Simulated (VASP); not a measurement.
# SiH4C16 in VASP: notebook

Runs on SiH4C16. Level: LDA. Tasks: single point.

Everything below comes from runs of VASP 6.6.1. Logs are shortened: lines on timing, memory, paths and dates and some standing lists are left out, and cuts for length are marked.

## 1. The cell of the first run

The cell holds a slab with vacuum, 21 atoms: a = 5.049 Å, b = 5.049 Å, c = 15.676 Å, α = 90.00°, β = 90.00°, γ = 60.00°.

## 2. Single point, LDA, collinear spin

Contents of INCAR:

```
SYSTEM = SiH4C16
PREC     = Accurate       ! precision mode
ENCUT    = 520            ! plane-wave cutoff, eV
EDIFF    = 1E-6           ! SCF threshold, eV
ISMEAR   = 0              ! smearing method
SIGMA    = 0.05           ! smearing width, eV
LREAL    = Auto         
LASPH    = .True.         ! aspherical terms in the spheres
NELM     = 150            ! most SCF steps
ALGO     = Normal         ! electronic algorithm
ISIF     = 2              ! what is computed and relaxed
LWAVE    = .False.        ! write WAVECAR
LCHARG   = .False.        ! write CHGCAR
ISPIN    = 2              ! spin polarisation
MAGMOM   = 0 0 0 0 0 0 0 0 0 0 0 0 0 0 0 0 -0.21 0 0 0 0.08 ! initial moments
LORBIT   = 11             ! projections on sites
GGA      = CA             ! functional
NBANDS   = 56             ! bands
```

Contents of KPOINTS:

```
regular mesh
0
Gamma
  3 3 1
  0 0 0
```

Contents of POSCAR:

```
SiH4C16
1.0
    5.0487420000      0.0000000000      0.0000000000
    2.5243710000      4.3723390000      0.0000000000
    0.0000000000      0.0000000000     15.6764260000
H C Si
4 16 1
Direct
    0.1666667848      0.1666666285      0.0637901139
    0.6666667848      0.1666666285      0.0637901139
    0.1666666285      0.6666667429      0.0637901139
    0.6666666285      0.6666667429      0.0637901139
    0.1666667848      0.1666666285      0.1339591052
    0.6666667848      0.1666666285      0.1339591052
    0.1666666285      0.6666667429      0.1339591052
    0.6666666285      0.6666667429      0.1339591052
   -0.1666666285      0.3333332571      0.1668292250
    0.3333333715      0.3333332571      0.1668292250
   -0.1666667848      0.8333333715      0.1668292250
    0.3333332152      0.8333333715      0.1668292250
   -0.1660071939      0.3321348139      0.2702892228
    0.3333371226      0.3334073593      0.2592000243
   -0.1660339469      0.8339941162      0.2702984724
    0.3321101364      0.8340179021      0.2702886487
    0.0000089978      0.0000386521      0.2893698474
    0.4964806738      0.0071131264      0.2970044320
    0.0070752621      0.4965200548      0.2970027097
    0.4965025736      0.4965445269      0.2970090887
    0.3333271894      0.3335290333      0.3865771446
```

Potentials or basis: VASP PAW LDA potentials, release 64 (H, C, Si).

The run is started by

```bash
$ cat potpaw_LDA.64/H/POTCAR potpaw_LDA.64/C/POTCAR potpaw_LDA.64/Si/POTCAR > POTCAR
$ mpirun -np 1 vasp_std > vasp.out
```

OUTCAR:

```text
SYSTEM = SiH4C16
   PREC = Accurate
   ENCUT = 520
   EDIFF = 1E-6
   ISMEAR = 0
   LREAL = Auto
   LASPH = .True.
   NELM = 150
   ISIF = 2
   ISPIN = 2
   LORBIT = 11
   GGA = CA

 ion  position               nearest neighbor table
   1  0.167  0.167  0.064-   5 1.10
   2  0.667  0.167  0.064-   6 1.10
   3  0.167  0.667  0.064-   7 1.10
   4  0.667  0.667  0.064-   8 1.10
   5  0.167  0.167  0.134-   1 1.10  10 1.55  12 1.55   9 1.55
   6  0.667  0.167  0.134-   2 1.10   9 1.55  11 1.55  10 1.55
   7  0.167  0.667  0.134-   3 1.10  12 1.55  11 1.55  10 1.55
   8  0.667  0.667  0.134-   4 1.10  11 1.55  12 1.55   9 1.55
   9  0.833  0.333  0.167-   6 1.55   5 1.55   8 1.55  13 1.62
  10  0.333  0.333  0.167-  14 1.45   5 1.55   6 1.55   7 1.55
  11  0.833  0.833  0.167-   8 1.55   6 1.55   7 1.55  15 1.62
  12  0.333  0.833  0.167-   7 1.55   5 1.55   8 1.55  16 1.62
  13  0.834  0.332  0.270-  17 1.48  19 1.53  20 1.53   9 1.62
  14  0.333  0.333  0.259-  10 1.45  19 1.54  18 1.54  20 1.54  21 2.00
  15  0.834  0.834  0.270-  17 1.48  19 1.53  18 1.53  11 1.62
  16  0.332  0.834  0.270-  17 1.48  18 1.53  20 1.53  12 1.62
  17  0.000  0.000  0.289-  15 1.48  13 1.48  16 1.48
  18  0.496  0.007  0.297-  16 1.53  15 1.53  14 1.54  21 2.00
  19  0.007  0.497  0.297-  15 1.53  13 1.53  14 1.54  21 2.00
  20  0.497  0.497  0.297-  16 1.53  13 1.53  14 1.54  21 2.00
  21  0.333  0.334  0.387-  14 2.00  20 2.00  19 2.00  18 2.00

  LATTYP: Found a hexagonal cell.
 ALAT       =     5.0487421480
 C/A-ratio  =     3.1050161685

  Lattice vectors:

 A1 = (  -2.5243710000,  -4.3723390000,   0.0000000000)
 A2 = (   5.0487420000,   0.0000000000,   0.0000000000)
 A3 = (   0.0000000000,   0.0000000000,  15.6764260000)

Analysis of symmetry for initial positions (statically):
=====================================================================
 Subroutine PRICEL returns:
 Original cell was already a primitive cell.

 Routine SETGRP: Setting up the symmetry group for a
 hexagonal supercell.

 Subroutine GETGRP returns: Found  1 space group operations
 (whereof  1 operations were pure point group operations)
 out of a pool of 24 trial point group operations.

The static configuration has the point symmetry C_1 .

Analysis of symmetry for dynamics (positions and initial velocities):
=====================================================================
 Subroutine PRICEL returns:
 Original cell was already a primitive cell.

 Routine SETGRP: Setting up the symmetry group for a
 hexagonal supercell.

 Subroutine GETGRP returns: Found  1 space group operations
 (whereof  1 operations were pure point group operations)
 out of a pool of 24 trial point group operations.

[... 179 lines left out ...]
  free energy    TOTEN  =      -176.18828902 eV

  energy without entropy =     -176.17773077  energy(sigma->0) =     -176.18300990

 E-fermi :   0.7332     XC(G=0):  -5.6435

 val. band max:        0.7123964178   @ k =  -0.3333   0.3333   0.0000
 cond. band min:       0.7541662696   @ k =  -0.3333   0.3333   0.0000
 fundamental gap:      0.0417698518
 Fermi energy:         0.7332478642

 spin component 1

 k-point     1 :       0.0000    0.0000    0.0000
  band No.  band energies     occupation
      1     -20.2774      1.00000
      2     -17.6013      1.00000
      3     -15.4877      1.00000
      4     -14.7588      1.00000
      5     -14.7585      1.00000
      6     -13.9127      1.00000
[... 244 lines left out ...]
     47       7.0619      0.00000
     48       7.1995      0.00000
 Fermi energy:         0.7332478642

 spin component 2

 k-point     1 :       0.0000    0.0000    0.0000
  band No.  band energies     occupation
      1     -20.2774      1.00000
      2     -17.6013      1.00000
      3     -15.4877      1.00000
      4     -14.7588      1.00000
      5     -14.7585      1.00000
      6     -13.9126      1.00000
[... 244 lines left out ...]
     47       7.0622      0.00000
     48       7.1997      0.00000
 [bands above 48 left out]

------------------------ aborting loop because EDIFF is reached ----------------------------------------

  FORCE on cell =-STRESS in cart. coord.  units (eV):
  Direction    XX          YY          ZZ          XY          YZ          ZX
  --------------------------------------------------------------------------------------
  -------------------------------------------------------------------------------------
  Total      -10.1842816    -10.1844064     -1.9853127     -0.0011823     -0.0169637     -0.0136783
  in kB      -47.1516527    -47.1522304     -9.1916915     -0.0054739     -0.0785394     -0.0633283
  external PRESSURE =     -34.4985249 kB  Pullay stress =       0.0000000 kB

 VOLUME and BASIS-vectors are now :
 -----------------------------------------------------------------------------
  energy-cutoff  :      520.00
  volume of cell :      346.05
      direct lattice vectors                 reciprocal lattice vectors
     5.048742000  0.000000000  0.000000000     0.198069143 -0.114355268  0.000000000
     2.524371000  4.372339000  0.000000000     0.000000000  0.228710537  0.000000000
     0.000000000  0.000000000 15.676426000     0.000000000  0.000000000  0.063790050

 POSITION                                       TOTAL-FORCE (eV/Angst)
 -----------------------------------------------------------------------------------
      1.26219      0.72872      1.00000        -0.003260     -0.001886     -0.253968
      3.78656      0.72872      1.00000         0.003604     -0.001972     -0.253911
      2.52437      2.91489      1.00000         0.000095      0.004185     -0.253903
      5.04874      2.91489      1.00000         0.000170      0.000119     -0.299596
      1.26219      0.72872      2.10000        -0.141637     -0.081666      1.774442
      3.78656      0.72872      2.10000         0.141988     -0.081769      1.775196
[... 13 lines left out ...]
      3.76018      2.17106      4.65604         0.053333      0.030590     -0.074343
      2.52483      1.45830      6.06015        -0.001600     -0.004468      0.132891
 -----------------------------------------------------------------------------------
    total drift:                               -0.000788     -0.000114      0.033025

  FREE ENERGIE OF THE ION-ELECTRON SYSTEM (eV)
  ---------------------------------------------------
  free  energy   TOTEN  =      -176.1882890233 eV

  energy  without entropy=     -176.1777307733  energy(sigma->0) =     -176.18300990

 total charge

# of ion       s       p       d       tot
------------------------------------------
    1        0.631   0.044   0.000   0.676
    2        0.631   0.044   0.000   0.676
    3        0.631   0.044   0.000   0.676
    4        0.631   0.045   0.000   0.676
    5        0.828   1.761   0.000   2.589
    6        0.828   1.761   0.000   2.589
[... 13 lines left out ...]
   20        0.822   1.702   0.000   2.524
   21        0.834   0.776   0.000   1.610
--------------------------------------------------
tot         16.545  28.669   0.000  45.215

 magnetization (x)

# of ion       s       p       d       tot
------------------------------------------
    1        0.000   0.000   0.000   0.000
    2        0.000   0.000   0.000   0.000
    3        0.000   0.000   0.000   0.000
    4       -0.000   0.000   0.000  -0.000
    5        0.000   0.000   0.000   0.000
    6        0.000   0.000   0.000   0.000
[... 13 lines left out ...]
   20        0.000   0.000   0.000   0.000
   21        0.000   0.000   0.000   0.000
--------------------------------------------------
tot          0.000   0.000   0.000   0.000
```

OSZICAR:

```text
N       E                     dE             d eps       ncg     rms          rms(c)
DAV:   1     0.451474076025E+03    0.45147E+03   -0.31332E+04  1120   0.108E+03
DAV:   2    -0.126966836504E+03   -0.57844E+03   -0.54875E+03  1528   0.259E+02
[... 26 lines left out ...]
DAV:  29    -0.176188244331E+03   -0.32699E-04   -0.51931E-06  1200   0.650E-03    0.228E-03
DAV:  30    -0.176188274217E+03   -0.29886E-04   -0.29754E-06  1120   0.600E-03    0.658E-03
DAV:  31    -0.176188284141E+03   -0.99234E-05   -0.94501E-07  1056   0.297E-03    0.384E-03
DAV:  32    -0.176188286637E+03   -0.24963E-05   -0.93583E-07  1032   0.396E-03    0.254E-03
DAV:  33    -0.176188288167E+03   -0.15303E-05   -0.24596E-07   960   0.177E-03    0.179E-03
DAV:  34    -0.176188289023E+03   -0.85606E-06   -0.95187E-08   992   0.105E-03
   1 F= -.17618829E+03 E0= -.17618301E+03  d E =-.105582E-01  mag=     0.0001
```

It took 5.1 min on 1 thread of Intel Xeon 6975P-C (Granite Rapids), shared host; peak memory 0.45 GiB.

Results:

| Quantity | Value |
| --- | --- |
| Free energy | -176.1883 eV |
| Largest force | 3.286 eV/Å |
| Band gap on the k mesh | 0.04 eV |
| Net moment | 0.00 μB per cell |
| Valence electrons inside the program's atomic spheres | H 0.68; C 2.59, 2.52, 2.61, 2.54, 2.64, 2.55 (each value once); Si 1.61 |

Forces in eV/Å, atoms in the order of the input:
```
H   -0.003 -0.002 -0.254
H    0.004 -0.002 -0.254
H    0.000  0.004 -0.254
H    0.000  0.000 -0.300
C   -0.142 -0.082  1.774
C    0.142 -0.082  1.775
C    0.000  0.164  1.775
C    0.000  0.000  1.971
C    0.001  0.030 -1.050
C    0.002  0.002 -3.286
C   -0.023 -0.013 -1.050
C    0.026 -0.013 -1.050
C   -0.006 -0.076  0.257
C    0.002 -0.004 -0.101
C    0.065  0.038  0.253
C   -0.069  0.035  0.257
C    0.003  0.002 -0.385
C    0.000 -0.059 -0.068
C   -0.054  0.031 -0.070
C    0.053  0.031 -0.074
Si  -0.002 -0.004  0.133
```

Levels at points of the mesh, in eV from the valence-band top:
Spin up:
| k point | band 32 | band 33 | band 34 | band 35 | band 36 | band 37 | band 38 | band 39 | band 40 | band 41 |
| --- | --- | --- | --- | --- | --- | --- | --- | --- | --- | --- |
| (0.00, 0.00, 0.00) | -2.64 | -2.64 | -1.52 | -1.52 | -0.55 | 0.13 | 2.24 | 3.60 | 4.13 | 4.16 |
Spin down:
| k point | band 32 | band 33 | band 34 | band 35 | band 36 | band 37 | band 38 | band 39 | band 40 | band 41 |
| --- | --- | --- | --- | --- | --- | --- | --- | --- | --- | --- |
| (0.00, 0.00, 0.00) | -2.64 | -2.64 | -1.52 | -1.52 | -0.55 | 0.13 | 2.24 | 3.60 | 4.13 | 4.16 |

Caveat: the k points lie up to 0.48 Å⁻¹ apart.

## 3. Single point, LDA, collinear spin

Contents of INCAR:

```
ALGO = Normal
EDIFF = 1E-6
ENCUT = 520
ISIF = 2
ISMEAR = 0
ISPIN = 2
LASPH = T
LCHARG = F
LORBIT = 11
LREAL = Auto
LWAVE = F
MAGMOM = 0 0 0 0 0 0 0 0 0 0 0 0 0 0 0 0 -0.21 0 0 0 0.08
NBANDS = 56
NELM = 150
PREC = Accurate
SIGMA = 0.05
```

Contents of KPOINTS:

```
k-points
0
Gamma
  3 3 1
```

Contents of POSCAR:

```
SiH4C16
1.0
    5.0487420000      0.0000000000      0.0000000000
    2.5243710000      4.3723390000      0.0000000000
    0.0000000000      0.0000000000     15.6764260000
H C Si
4 16 1
Direct
    0.1666667848      0.1666666285      0.0637901139
    0.6666667848      0.1666666285      0.0637901139
    0.1666666285      0.6666667429      0.0637901139
    0.6666666285      0.6666667429      0.0637901139
    0.1666667848      0.1666666285      0.1339591052
    0.6666667848      0.1666666285      0.1339591052
    0.1666666285      0.6666667429      0.1339591052
    0.6666666285      0.6666667429      0.1339591052
   -0.1666666285      0.3333332571      0.1668292250
    0.3333333715      0.3333332571      0.1668292250
   -0.1666667848      0.8333333715      0.1668292250
    0.3333332152      0.8333333715      0.1668292250
   -0.1677247557      0.3319840936      0.2651697523
    0.3277219179      0.3323923419      0.2649476354
   -0.1674919347      0.8277981190      0.2649920971
    0.3307630561      0.8308587234      0.2746436592
   -0.0103520075      0.0010500101      0.2975354204
    0.5007786291      0.0005038493      0.2971293329
   -0.0024018898      0.4972420940      0.2867723166
    0.5010589708      0.4899151232      0.2974103919
    0.6583188278      0.1653632072      0.3860349929
```

Potentials or basis: VASP PAW LDA potentials, release 64 (H, C, Si).

The run is started by

```bash
$ cat potpaw_LDA.64/H/POTCAR potpaw_LDA.64/C/POTCAR potpaw_LDA.64/Si/POTCAR > POTCAR
$ mpirun -np 1 vasp_std > vasp.out
```

Wall time 4.9 min (1 thread of Intel Xeon 6975P-C (Granite Rapids), shared host); peak memory 0.45 GiB.

It converged, with:

```
Free energy                                           : -175.9936 eV
Largest force                                         : 2.047 eV/Å
Band gap on the k mesh                                : 0.03 eV
Net moment                                            : 0.00 μB per cell
Valence electrons inside the program's atomic spheres : H 0.68; C 2.59, 2.55, 2.50, 2.49, 2.53, 2.54 (each value once); Si 1.60
```

Forces in eV/Å, atoms in the order of the input:
```
H   -0.009 -0.017 -0.277
H   -0.015 -0.002 -0.235
H    0.000 -0.003 -0.278
H   -0.023  0.000 -0.278
C   -0.015 -0.132  1.844
C   -0.002 -0.017  1.644
C    0.106  0.068  1.855
C   -0.112  0.055  1.841
C   -0.123 -0.080 -1.999
C   -0.093 -0.061 -2.044
C   -0.093 -0.030 -2.025
C   -0.144 -0.074 -0.044
C    0.060  0.041 -0.005
C    0.027  0.016  0.034
C    0.024  0.033 -0.029
C   -0.012  0.010 -0.035
C    0.062  0.045  0.040
C    0.117  0.062  0.035
C    0.043  0.037 -0.032
C    0.073  0.070 -0.024
Si   0.129 -0.020  0.012
```

Levels at points of the mesh, in eV from the valence-band top:
Spin up:
| k point | band 34 | band 35 | band 36 | band 37 | band 38 | band 39 |
| --- | --- | --- | --- | --- | --- | --- |
| (0.00, 0.00, 0.00) | -1.39 | -1.38 | -1.04 | 0.26 | 2.42 | 3.54 |
Spin down:
| k point | band 33 | band 34 | band 35 | band 36 | band 37 | band 38 | band 39 | band 40 |
| --- | --- | --- | --- | --- | --- | --- | --- | --- |
| (0.00, 0.00, 0.00) | -2.12 | -1.39 | -1.38 | -1.04 | 0.26 | 2.42 | 3.54 | 3.66 |

Caveat: the k points lie up to 0.48 Å⁻¹ apart.
